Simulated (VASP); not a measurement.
# Re (Fm-3m) in VASP: further runs, part 3 of 3

VASP 6.6.1. Earlier steps stand in the parts before.

## Step 5: Single point, PBE (volume scaled by 1.02)

File INCAR:

```
PREC = Accurate
ENCUT = 520
EDIFF = 1E-7
ISMEAR = -1
SIGMA = 0.03
LREAL = False
LASPH = True
NELM = 60
ALGO = Normal
ISIF = 2
LWAVE = False
LCHARG = False
GGA = PE
NBANDS = 10
```

File KPOINTS:

```
regular mesh
0
Gamma
  14 14 14
```

File POSCAR:

```
Re
1.0
    0.0000000000      1.9880798514      1.9880798514
    1.9880798514      0.0000000000      1.9880798514
    1.9880798514      1.9880798514      0.0000000000
Re
1
Direct
    0.0000000000      0.0000000000      0.0000000000
```

Potentials or basis: VASP PAW PBE potentials, release 64 (Re).

On the command line:

```sh
> cat potpaw_PBE.64/Re/POTCAR > POTCAR
> mpirun -np 1 vasp_std > vasp.out
```

OUTCAR:

```text
PREC = Accurate
   ENCUT = 520
   EDIFF = 1E-7
   ISMEAR = -1
   LREAL = False
   LASPH = True
   NELM = 60
   ISIF = 2
   GGA = PE

 ion  position               nearest neighbor table
   1  0.000  0.000  0.000-

  LATTYP: Found a face centered cubic cell.
 ALAT       =     3.9761597028

  Lattice vectors:

 A1 = (   0.0000000000,   1.9880798514,   1.9880798514)
 A2 = (   1.9880798514,   0.0000000000,   1.9880798514)
 A3 = (   1.9880798514,   1.9880798514,   0.0000000000)

Analysis of symmetry for initial positions (statically):
=====================================================================
 Subroutine PRICEL returns:
 Original cell was already a primitive cell.

 Routine SETGRP: Setting up the symmetry group for a
 face centered cubic supercell.

 Subroutine GETGRP returns: Found 48 space group operations
 (whereof 48 operations were pure point group operations)
 out of a pool of 48 trial point group operations.

The static configuration has the point symmetry O_h .

Analysis of symmetry for dynamics (positions and initial velocities):
=====================================================================
 Subroutine PRICEL returns:
 Original cell was already a primitive cell.

 Routine SETGRP: Setting up the symmetry group for a
 face centered cubic supercell.

 Subroutine GETGRP returns: Found 48 space group operations
 (whereof 48 operations were pure point group operations)
 out of a pool of 48 trial point group operations.

The dynamic configuration has the point symmetry O_h .

 Subroutine INISYM returns: Found 48 space group operations
 (whereof 48 operations are pure point group operations),
 and found     1 'primitive' translations

----------------------------------------------------------------------------------------

                                     Primitive cell

  volume of cell :      15.7156

  direct lattice vectors                    reciprocal lattice vectors
     0.000000000  1.988079851  1.988079851    -0.251498952  0.251498952  0.251498952
     1.988079851  0.000000000  1.988079851     0.251498952 -0.251498952  0.251498952
     1.988079851  1.988079851  0.000000000     0.251498952  0.251498952 -0.251498952

  length of vectors
     2.811569489  2.811569489  2.811569489     0.435608964  0.435608964  0.435608964

  position of ions in fractional coordinates (direct lattice)
     0.000000000  0.000000000  0.000000000

  ion indices of the primitive-cell ions
   primitive index   ion index
                 1           1

----------------------------------------------------------------------------------------

 KPOINTS: regular mesh

Automatic generation of k-mesh.
 Grid dimensions read from file:
 generate k-points for:   14   14   14

 Generating k-lattice:

  Cartesian coordinates                     Fractional coordinates (reciprocal lattice)
    -0.017964211  0.017964211  0.017964211     0.071428571  0.000000000  0.000000000
     0.017964211 -0.017964211  0.017964211     0.000000000  0.071428571  0.000000000
     0.017964211  0.017964211 -0.017964211     0.000000000  0.000000000  0.071428571

  Length of vectors
     0.031114926  0.031114926  0.031114926

  Shift w.r.t. Gamma in fractional coordinates (k-lattice)
     0.000000000  0.000000000  0.000000000

 Subroutine IBZKPT returns following result:
 ===========================================

 Found    104 irreducible k-points:

 Following reciprocal coordinates:
            Coordinates               Weight
  0.000000  0.000000  0.000000      1.000000
  0.071429  0.000000  0.000000      8.000000
  0.142857  0.000000  0.000000      8.000000
  0.214286  0.000000  0.000000      8.000000
  0.285714  0.000000  0.000000      8.000000
  0.357143  0.000000  0.000000      8.000000
[... 16 lines left out ...]
  0.214286  0.142857  0.000000     24.000000
  0.285714  0.142857  0.000000     24.000000
 [... further k-points ...]
   k-points           NKPTS =    104   k-points in BZ     NKDIM =    104   number of bands    NBANDS=     10
   number of dos      NEDOS =    301   number of ions     NIONS =      1
   total plane-waves  NPLWV =  13824
   dimension x,y,z NGX =    24 NGY =   24 NGZ =   24
   dimension x,y,z NGXF=    48 NGYF=   48 NGZF=   48
   ions per type =               1
   NGX,Y,Z   is equivalent  to a cutoff of  14.19, 14.19, 14.19 a.u.
   NGXF,Y,Z  is equivalent  to a cutoff of  28.38, 28.38, 28.38 a.u.
 SYSTEM =  unknown system
   PREC   = accura    normal or accurate (medium, high low for compatibility)
   ISTART =      0    job   : 0-new  1-cont  2-samecut
   ICHARG =      2    charge: 1-file 2-atom 10-const
   ISPIN  =      1    spin polarized calculation?
   LNONCOLLINEAR =      F non collinear calculations
   LSORBIT =      F    spin-orbit coupling
   LASPH  =      T    aspherical Exc in radial PAW
   ENCUT  =  520.0 eV  38.22 Ry    6.18 a.u.   5.23  5.23  5.23*2*pi/ulx,y,z
   NELM   =     60;   NELMIN=  2; NELMDL= -5     # of ELM steps
   EDIFF  = 0.1E-06   stopping-criterion for ELM
   LREAL  =      F    real-space projection
   EDIFFG = 0.1E-05   stopping-criterion for IOM
   NSW    =      0    number of steps for IOM
   IBRION =     -1    ionic relax: 0-MD 1-quasi-New 2-CG
   NFREE  =      0    steps in history (QN), initial steepest desc. (CG)
   ISIF   =      2    stress and relaxation
   ISYM   =      2    0-nonsym 1-usesym 2-fastsym
   POTIM  = 0.5000    time-step for ionic-motion
   TEBEG  =    0.0;   TEEND  =   0.0 temperature during run
   PSTRESS=    0.0 pullay stress
   NELECT =       7.0000    total number of electrons
   NUPDOWN=      -1.0000    fix difference up-down
   EMIN   =  10.00;   EMAX   =-10.00  energy-range for DOS
   EFERMI =   0.00;   METHOD = LEGACY
   ISMEAR =    -1;   SIGMA  =   0.03  broadening in eV -4-tet -1-fermi 0-gaus
   EFERMI_NEDOS =   21; number of points for ismear=-14 and -15
   IALGO  =     38    algorithm
   IMIX   =      4    mixing-type and parameters
     AMIX     =   0.40;   BMIX     =  1.00
     AMIX_MAG =   1.60;   BMIX_MAG =  1.00
  volume/ion in A,a.u.               =      15.72       106.05
  Fermi-wavevector in a.u.,A,eV,Ry     =   1.250250  2.362631 21.267623  1.563126
  Thomas-Fermi vector in A             =   2.384253
   LORBIT       =      0    0 simple, 1 ext, 2 COOP (PROOUT), +10 PAW based schemes
   GGA     = PE    functional components
   LHFCALC =     F    Hartree Fock is set to
   AEXX    =    0.0000 exact exchange contribution
   IVDW    =     0    specifies the selected vdW correction
   LEPSILON=     F    determine dielectric tensor
   LRPA    =     F    only Hartree local field effects (RPA)
 non-spin polarized calculation
  energy-cutoff  :      520.00
  volume of cell :       15.72
 maximum number of plane-waves:       444
 NGX is ok and might be reduce to    24
   NGX = 11   NGY = 11   NGZ = 11

 number of electron       7.0000000 magnetization

 Free energy of the ion-electron system (eV)
  ---------------------------------------------------
  ext. energy  EPLUGINS =         0.00000000
  ---------------------------------------------------
  free energy    TOTEN  =       -12.31975275 eV

  energy without entropy =      -12.31539908  energy(sigma->0) =      -12.31757591

 E-fermi :   7.3277     XC(G=0): -13.3694

 val. band max:        7.3099151763   @ k =  -0.2143   0.2857   0.0714
 cond. band min:       7.3722711432   @ k =  -0.1429   0.1429   0.0000
 fundamental gap:      0.0623559669
 Fermi energy:         7.3277477365

 k-point     1 :       0.0000    0.0000    0.0000
  band No.  band energies     occupation
      1      -2.3169      2.00000
      2       5.6076      2.00000
      3       5.6076      2.00000
      4       5.6076      2.00000
      5       8.4903      0.00000
      6       8.4903      0.00000
      7      21.1979      0.00000
      8      26.4836      0.00000
      9      26.4836      0.00000
     10      26.4836      0.00000

 k-point     2 :       0.0714    0.0000    0.0000
  band No.  band energies     occupation
      1      -2.0973      2.00000
      2       5.4630      2.00000
      3       5.7085      2.00000
      4       5.7085      2.00000
      5       8.4136      0.00000
      6       8.4136      0.00000
      7      21.6166      0.00000
      8      25.3954      0.00000
      9      26.8777      0.00000
     10      26.8777      0.00000
[... 274 lines left out ...]
 k-point    24 :       0.2857    0.1429    0.0000
  band No.  band energies     occupation
      1       0.3828      2.00000
      2       4.0609      2.00000
      3       5.8781      2.00000
      4       6.7423      2.00000
      5       8.0852      0.00000
      6       9.5020      0.00000
      7      22.2820      0.00000
      8      25.2636      0.00000
      9      27.2878      0.00000
     10      27.9752      0.00000

 [... further k-points ...]
[... 5 lines left out ...]
  --------------------------------------------------------------------------------------
  -------------------------------------------------------------------------------------
  Total       -1.5646863     -1.5646863     -1.5646863      0.0000000      0.0000000      0.0000000
  in kB     -159.5167836   -159.5167836   -159.5167836      0.0000000      0.0000000      0.0000000
  external PRESSURE =    -159.5167836 kB  Pullay stress =       0.0000000 kB

 VOLUME and BASIS-vectors are now :
 -----------------------------------------------------------------------------
  energy-cutoff  :      520.00
  volume of cell :       15.72
      direct lattice vectors                 reciprocal lattice vectors
     0.000000000  1.988079851  1.988079851    -0.251498952  0.251498952  0.251498952
     1.988079851  0.000000000  1.988079851     0.251498952 -0.251498952  0.251498952
     1.988079851  1.988079851  0.000000000     0.251498952  0.251498952 -0.251498952

 POSITION                                       TOTAL-FORCE (eV/Angst)
 -----------------------------------------------------------------------------------
      0.00000      0.00000      0.00000         0.000000      0.000000      0.000000
 -----------------------------------------------------------------------------------
    total drift:                               -0.000000      0.000000      0.000000

  FREE ENERGIE OF THE ION-ELECTRON SYSTEM (eV)
  ---------------------------------------------------
  free  energy   TOTEN  =       -12.3197527452 eV

  energy  without entropy=      -12.3153990803  energy(sigma->0) =      -12.31757591
```

Wall time 44 s (1 thread of AMD EPYC 7R13, shared host); peak memory 0.12 GiB.

What came out:

```yaml
Free_energy: -12.3198 eV
Pressure: -16.0 GPa
```

Caveat: the cell differs from its parent crystal (volume scaled by 1.02); spin-orbit coupling is left out, which moves the levels of the heavy elements.

## Step 6: Single point, PBE

This run uses another cell than the first one, of 15.41 Å³/atom, 1.042 times its volume.

File INCAR:

```
SYSTEM = Re
PREC = Accurate ; ENCUT = 520
EDIFF = 1E-7 ; ISMEAR = -1
SIGMA = 0.03 ; LREAL = .FALSE.
LASPH = .TRUE. ; NELM = 80
ALGO = Normal ; ISIF = 2
LWAVE = .FALSE. ; LCHARG = .FALSE.
GGA = PE ; NBANDS = 10
```

File KPOINTS:

```
regular mesh
0
G
  14 14 14
  0 0 0
```

File POSCAR:

```
Re
1.0
    0.0000000000      1.9750000000      1.9750000000
    1.9750000000      0.0000000000      1.9750000000
    1.9750000000      1.9750000000      0.0000000000
Re
1
Direct
    0.0000000000      0.0000000000      0.0000000000
```

Potentials or basis: VASP PAW PBE potentials, release 64 (Re).

On the command line:

```sh
> cat potpaw_PBE.64/Re/POTCAR > POTCAR
> mpirun -np 1 vasp_std > vasp.out
```

Run time: 44 s. Hardware: 1 thread of AMD EPYC 7R13, shared host; peak memory 0.12 GiB.

The run converged. Its results:

| Property | Result |
| --- | --- |
| Free energy | -12.3444 eV |
| Pressure | -9.8 GPa |

Levels at points of the mesh, in eV from the Fermi level:
```tsv
k point	band 2	band 3	band 4	band 5	band 6	band 7
(0.00, 0.00, 0.00)	-1.77	-1.77	-1.77	1.20	1.20	13.89
(0.50, 0.00, 0.00)	-1.96	-1.96	0.17	3.58	3.58	9.34
(0.50, 0.50, 0.00)	-5.57	2.64	3.53	4.27	4.27	11.93
```

Caveat: spin-orbit coupling is left out, which moves the levels of the heavy elements.

## Step 7: The runs side by side

| cell | gap on the mesh (eV) | pressure (GPa) |
| --- | --- | --- |
| a = 2.755 Å, angles 60.0°, 1 atom | none | 4.7 |
| a = 2.802 Å, angles 60.0°, 1 atom | none | -13.0 |
| a = 2.784 Å, angles 60.0°, 1 atom | none | -6.5 |
| a = 2.812 Å, angles 60.0°, 1 atom | none | -16.0 |
| a = 2.793 Å, angles 60.0°, 1 atom | none | -9.8 |

Alike in all rows: task single point; level PBE; potentials or basis VASP PAW PBE potentials, release 64 (Re); no spin polarisation; k mesh 14 × 14 × 14; cutoff (eV) 520; smearing fermi-dirac 0.03 eV.

Caveats: spin-orbit coupling is left out, which moves the levels of the heavy elements.

Total energies depend on the potentials used, so only differences within one code and one set of settings carry meaning.
